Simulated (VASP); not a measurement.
# Ir (Im-3m) in VASP: a series of runs, part 2 of 2

VASP 6.6.1. The steps go on from the part before.

### Step 4. Single point, PBE

This run uses another cell than the first one, of 15.98 Å³/atom.

INCAR reads:

```
PREC = Accurate
ENCUT = 520
EDIFF = 1E-6
ISMEAR = -1
SIGMA = 0.06122561905347299
LREAL = F
LASPH = T
NELM = 60
ALGO = Normal
ISIF = 2
LWAVE = F
LCHARG = F
GGA = PE
NBANDS = 10
```

KPOINTS reads:

```
Automatic mesh
0
Gamma
  49 49 49
```

POSCAR reads:

```
Ir
1.0
   -1.5866301797      1.5866301797      1.5866301797
    1.5866301797     -1.5866301797      1.5866301797
    1.5866301797      1.5866301797     -1.5866301797
Ir
1
Direct
    0.0000000000      0.0000000000      0.0000000000
```

Potentials or basis: VASP PAW PBE potentials, release 64 (Ir).

On the command line:

```
$ cat potpaw_PBE.64/Ir/POTCAR > POTCAR
$ mpirun -np 1 vasp_std > vasp.out
```

OUTCAR:

```text
PREC = Accurate
   ENCUT = 520
   EDIFF = 1E-6
   ISMEAR = -1
   LREAL = F
   LASPH = T
   NELM = 60
   ISIF = 2
   GGA = PE

 ion  position               nearest neighbor table
   1  0.000  0.000  0.000-

  LATTYP: Found a body centered cubic cell.
 ALAT       =     3.1732603594

  Lattice vectors:

 A1 = (  -1.5866301797,   1.5866301797,   1.5866301797)
 A2 = (   1.5866301797,  -1.5866301797,   1.5866301797)
 A3 = (   1.5866301797,   1.5866301797,  -1.5866301797)

Analysis of symmetry for initial positions (statically):
=====================================================================
 Subroutine PRICEL returns:
 Original cell was already a primitive cell.

 Routine SETGRP: Setting up the symmetry group for a
 body centered cubic supercell.

 Subroutine GETGRP returns: Found 48 space group operations
 (whereof 48 operations were pure point group operations)
 out of a pool of 48 trial point group operations.

The static configuration has the point symmetry O_h .

Analysis of symmetry for dynamics (positions and initial velocities):
=====================================================================
 Subroutine PRICEL returns:
 Original cell was already a primitive cell.

 Routine SETGRP: Setting up the symmetry group for a
 body centered cubic supercell.

 Subroutine GETGRP returns: Found 48 space group operations
 (whereof 48 operations were pure point group operations)
 out of a pool of 48 trial point group operations.

The dynamic configuration has the point symmetry O_h .

 Subroutine INISYM returns: Found 48 space group operations
 (whereof 48 operations are pure point group operations),
 and found     1 'primitive' translations

----------------------------------------------------------------------------------------

                                     Primitive cell

  volume of cell :      15.9767

  direct lattice vectors                    reciprocal lattice vectors
    -1.586630180  1.586630180  1.586630180     0.000000000  0.315133297  0.315133297
     1.586630180 -1.586630180  1.586630180     0.315133297  0.000000000  0.315133297
     1.586630180  1.586630180 -1.586630180     0.315133297  0.315133297  0.000000000

  length of vectors
     2.748124084  2.748124084  2.748124084     0.445665783  0.445665783  0.445665783

  position of ions in fractional coordinates (direct lattice)
     0.000000000  0.000000000  0.000000000

  ion indices of the primitive-cell ions
   primitive index   ion index
                 1           1

----------------------------------------------------------------------------------------

 KPOINTS: Automatic mesh

Automatic generation of k-mesh.
 Grid dimensions read from file:
 generate k-points for:   49   49   49

 Generating k-lattice:

  Cartesian coordinates                     Fractional coordinates (reciprocal lattice)
     0.000000000  0.006431292  0.006431292     0.020408163  0.000000000  0.000000000
     0.006431292  0.000000000  0.006431292     0.000000000  0.020408163  0.000000000
     0.006431292  0.006431292  0.000000000     0.000000000  0.000000000  0.020408163

  Length of vectors
     0.009095220  0.009095220  0.009095220

  Shift w.r.t. Gamma in fractional coordinates (k-lattice)
     0.000000000  0.000000000  0.000000000

 Subroutine IBZKPT returns following result:
 ===========================================

 Found   2925 irreducible k-points:

 Following reciprocal coordinates:
            Coordinates               Weight
  0.000000  0.000000  0.000000      1.000000
  0.020408  0.000000  0.000000     12.000000
  0.040816  0.000000  0.000000     12.000000
  0.061224  0.000000  0.000000     12.000000
  0.081633  0.000000  0.000000     12.000000
  0.102041  0.000000  0.000000     12.000000
[... 16 lines left out ...]
  0.448980  0.000000  0.000000     12.000000
  0.469388  0.000000  0.000000     12.000000
 [... further k-points ...]
   k-points           NKPTS =   2925   k-points in BZ     NKDIM =   2925   number of bands    NBANDS=     10
   number of dos      NEDOS =    301   number of ions     NIONS =      1
   total plane-waves  NPLWV =   8000
   dimension x,y,z NGX =    20 NGY =   20 NGZ =   20
   dimension x,y,z NGXF=    40 NGYF=   40 NGZF=   40
   ions per type =               1
   NGX,Y,Z   is equivalent  to a cutoff of  12.10, 12.10, 12.10 a.u.
   NGXF,Y,Z  is equivalent  to a cutoff of  24.20, 24.20, 24.20 a.u.
 SYSTEM =  unknown system
   PREC   = accura    normal or accurate (medium, high low for compatibility)
   ISTART =      0    job   : 0-new  1-cont  2-samecut
   ICHARG =      2    charge: 1-file 2-atom 10-const
   ISPIN  =      1    spin polarized calculation?
   LNONCOLLINEAR =      F non collinear calculations
   LSORBIT =      F    spin-orbit coupling
   LASPH  =      T    aspherical Exc in radial PAW
   ENCUT  =  520.0 eV  38.22 Ry    6.18 a.u.   5.11  5.11  5.11*2*pi/ulx,y,z
   NELM   =     60;   NELMIN=  2; NELMDL= -5     # of ELM steps
   EDIFF  = 0.1E-05   stopping-criterion for ELM
   LREAL  =      F    real-space projection
   EDIFFG = 0.1E-04   stopping-criterion for IOM
   NSW    =      0    number of steps for IOM
   IBRION =     -1    ionic relax: 0-MD 1-quasi-New 2-CG
   NFREE  =      0    steps in history (QN), initial steepest desc. (CG)
   ISIF   =      2    stress and relaxation
   ISYM   =      2    0-nonsym 1-usesym 2-fastsym
   POTIM  = 0.5000    time-step for ionic-motion
   TEBEG  =    0.0;   TEEND  =   0.0 temperature during run
   PSTRESS=    0.0 pullay stress
   NELECT =       9.0000    total number of electrons
   NUPDOWN=      -1.0000    fix difference up-down
   EMIN   =  10.00;   EMAX   =-10.00  energy-range for DOS
   EFERMI =   0.00;   METHOD = LEGACY
   ISMEAR =    -1;   SIGMA  =   0.06  broadening in eV -4-tet -1-fermi 0-gaus
   EFERMI_NEDOS =   21; number of points for ismear=-14 and -15
   IALGO  =     38    algorithm
   IMIX   =      4    mixing-type and parameters
     AMIX     =   0.40;   BMIX     =  1.00
     AMIX_MAG =   1.60;   BMIX_MAG =  1.00
  volume/ion in A,a.u.               =      15.98       107.82
  Fermi-wavevector in a.u.,A,eV,Ry     =   1.352052  2.555007 24.872045  1.828044
  Thomas-Fermi vector in A             =   2.479423
   LORBIT       =      0    0 simple, 1 ext, 2 COOP (PROOUT), +10 PAW based schemes
   GGA     = PE    functional components
   LHFCALC =     F    Hartree Fock is set to
   AEXX    =    0.0000 exact exchange contribution
   IVDW    =     0    specifies the selected vdW correction
   LEPSILON=     F    determine dielectric tensor
   LRPA    =     F    only Hartree local field effects (RPA)
 non-spin polarized calculation
  energy-cutoff  :      520.00
  volume of cell :       15.98
 maximum number of plane-waves:       448
   NGX = 11   NGY = 11   NGZ = 11

 number of electron       8.9999999 magnetization

 Free energy of the ion-electron system (eV)
  ---------------------------------------------------
  ext. energy  EPLUGINS =         0.00000000
  ---------------------------------------------------
  free energy    TOTEN  =        -8.18442537 eV

  energy without entropy =       -8.14855078  energy(sigma->0) =       -8.16648808

 E-fermi :   8.2107     XC(G=0): -13.2545

 val. band max:        8.2106300734   @ k =   0.2857   0.2653   0.0612
 cond. band min:       8.2108662880   @ k =   0.3878   0.1224   0.1020
 fundamental gap:      0.0002362147
 Fermi energy:         8.2107362634

 k-point     1 :       0.0000    0.0000    0.0000
  band No.  band energies     occupation
      1      -1.4271      2.00000
      2       5.1133      2.00000
      3       5.1133      2.00000
      4       5.1133      2.00000
      5       7.7765      1.99834
      6       7.7765      1.99834
      7      25.1030      0.00000
      8      25.1030      0.00000
      9      25.1030      0.00000
     10      34.8732      0.00000
[... 287 lines left out ...]
 k-point    24 :       0.4694    0.0000    0.0000
  band No.  band energies     occupation
      1       1.6563      2.00000
      2       3.5472      2.00000
      3       7.5490      1.99996
      4       8.1667      1.34502
      5       8.2247      0.88656
      6      10.0570      0.00000
      7      15.4361      0.00000
      8      21.2640      0.00000
      9      24.3052      0.00000
     10      32.4112      0.00000

 [... further k-points ...]

------------------------ aborting loop because EDIFF is reached ----------------------------------------

  FORCE on cell =-STRESS in cart. coord.  units (eV):
  Direction    XX          YY          ZZ          XY          YZ          ZX
  --------------------------------------------------------------------------------------
  -------------------------------------------------------------------------------------
  Total       -1.5405270     -1.5405270     -1.5405270     -0.0000000     -0.0000000      0.0000000
  in kB     -154.4872923   -154.4872923   -154.4872923     -0.0000000     -0.0000000      0.0000000
  external PRESSURE =    -154.4872923 kB  Pullay stress =       0.0000000 kB

 VOLUME and BASIS-vectors are now :
 -----------------------------------------------------------------------------
  energy-cutoff  :      520.00
  volume of cell :       15.98
      direct lattice vectors                 reciprocal lattice vectors
    -1.586630180  1.586630180  1.586630180     0.000000000  0.315133297  0.315133297
     1.586630180 -1.586630180  1.586630180     0.315133297  0.000000000  0.315133297
     1.586630180  1.586630180 -1.586630180     0.315133297  0.315133297  0.000000000

 POSITION                                       TOTAL-FORCE (eV/Angst)
 -----------------------------------------------------------------------------------
      0.00000      0.00000      0.00000         0.000000      0.000000     -0.000000
 -----------------------------------------------------------------------------------
    total drift:                                0.000000      0.000000      0.000000

  FREE ENERGIE OF THE ION-ELECTRON SYSTEM (eV)
  ---------------------------------------------------
  free  energy   TOTEN  =        -8.1844253708 eV

  energy  without entropy=       -8.1485507837  energy(sigma->0) =       -8.16648808
```

OSZICAR:

```text
N       E                     dE             d eps       ncg     rms          rms(c)
DAV:   1     0.467899596414E+02    0.46790E+02   -0.42833E+03 59204   0.803E+02
DAV:   2    -0.771407549699E+01   -0.54504E+02   -0.51836E+02 59638   0.189E+02
DAV:   3    -0.866687358509E+01   -0.95280E+00   -0.94403E+00 67866   0.305E+01
DAV:   4    -0.867572304565E+01   -0.88495E-02   -0.88469E-02 66428   0.276E+00
DAV:   5    -0.867590920980E+01   -0.18616E-03   -0.18616E-03 67202   0.391E-01    0.116E+01
DAV:   6    -0.824821207388E+01    0.42770E+00   -0.90356E-01 65392   0.111E+01    0.499E+00
DAV:   7    -0.818882214025E+01    0.59390E-01   -0.22084E-01 67246   0.494E+00    0.176E+00
DAV:   8    -0.818511652738E+01    0.37056E-02   -0.80647E-03 64418   0.125E+00    0.700E-01
DAV:   9    -0.818441761036E+01    0.69892E-03   -0.49225E-04 64770   0.324E-01    0.170E-02
DAV:  10    -0.818442458717E+01   -0.69768E-05   -0.47562E-06 68520   0.191E-02    0.371E-03
DAV:  11    -0.818442537082E+01   -0.78364E-06   -0.32288E-07 36310   0.655E-03
   1 F= -.81844254E+01 E0= -.81664881E+01  d E =-.358746E-01
```

Wall time 2 min (1 thread of Intel Xeon 6975P-C (Granite Rapids), shared host); peak memory 0.56 GiB.

What came out:

| Item | Value |
| --- | --- |
| Free energy | -8.1844 eV |
| Pressure | -15.4 GPa |
| Band gap on the k mesh | zero (an odd number of electrons rules out a gap without spin polarisation) |

Caveat: the cell stands under tension; spin-orbit coupling is left out, which moves the levels of the heavy elements.

### Step 5. Overview

| cell | gap on the mesh (eV) | pressure (GPa) |
| --- | --- | --- |
| a = 2.677 Å, angles 109.5°, 1 atom | none | 6.6 |
| a = 2.695 Å, angles 109.5°, 1 atom | none | 0.0 |
| a = 2.748 Å, angles 109.5°, 1 atom | none | -15.4 |

Alike in all rows: task single point; level PBE; potentials or basis VASP PAW PBE potentials, release 64 (Ir); no spin polarisation; k mesh 49 × 49 × 49; cutoff (eV) 520; smearing fermi-dirac 0.0612256 eV.

Caveats: spin-orbit coupling is left out, which moves the levels of the heavy elements; the cell stands under pressure (at least some runs); the cell stands under tension (at least some runs).

Absolute energies hang on the potentials; compare differences alone.
